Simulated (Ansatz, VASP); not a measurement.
# One calculation of Pb, two programs

File INCAR:

```
SYSTEM = Pb
ALGO = Fast ; EDIFF = 1E-6
ENCUT = 520 ; GGA = PE
ISIF = 2 ; ISMEAR = 0
LASPH = .TRUE. ; LCHARG = .FALSE.
LREAL = .FALSE. ; LWAVE = .FALSE.
NBANDS = 13 ; NELM = 100
PREC = Accurate ; SIGMA = 0.15
```

File KPOINTS:

```
k-points
0
G
  16 16 16
  0 0 0
```

File POSCAR:

```
Pb
1.0
    0.0000000000      2.6179880000      2.4698000000
    2.3216120000      0.0000000000      2.4698000000
    2.3216120000      2.6179880000      0.0000000000
Pb
1
Direct
    0.0000000000      0.0000000000      0.0000000000
```

Input for Ansatz:

```yaml
crystal:
  lattice:
    - [0.0, 2.617988, 2.4698]
    - [2.321612, 0.0, 2.4698]
    - [2.321612, 2.617988, 0.0]
  atoms:
    - { symbol: Pb, position: [0.0, 0.0, 0.0] }
basis:
  ecutwfc: 420
kpoints:
  mp_grid: { grid: [16, 16, 16] }
hamiltonian:
  xc: pbe
scf:
  occupations: { method: gaussian, width: 0.15 }
output:
  forces: true
  stress: true
  eigenvalues: true
  write_density: true
  write_potential: true
  elf: true
  volumetric_format: npy
```

Change from the starting cell: strain -0.0600 x Voigt [1, -1, 0, 0, 0, 0], atoms carried along.

Alike in both runs: task single point; functional PBE; k mesh 16 × 16 × 16; occupations gaussian, width 0.15 eV; no spin polarisation.

|  | VASP | Ansatz |
| --- | --- | --- |
| version | VASP 6.6.1 | Ansatz 0.2.0 |
| potentials or method | VASP PAW PBE potentials, release 64 (Pb_d), cutoff 520 eV | scalar-relativistic, plane waves, PAW |
| valence electrons in the cell | 14 | 14 |

```tsv
	VASP	Ansatz	Ansatz less VASP
gap on the k mesh at the Fermi level (eV)	none	none	-
pressure (GPa)	3.0	3.0	+0.02
traceless stress, the component that is largest in VASP (GPa)	-0.86	-0.86	-0.002
```

A gap of «none» marks a metal or a gap that the smearing closes. With one functional, cell and mesh, what is left measures potentials, basis and numerics.

Spin-orbit coupling is off throughout.
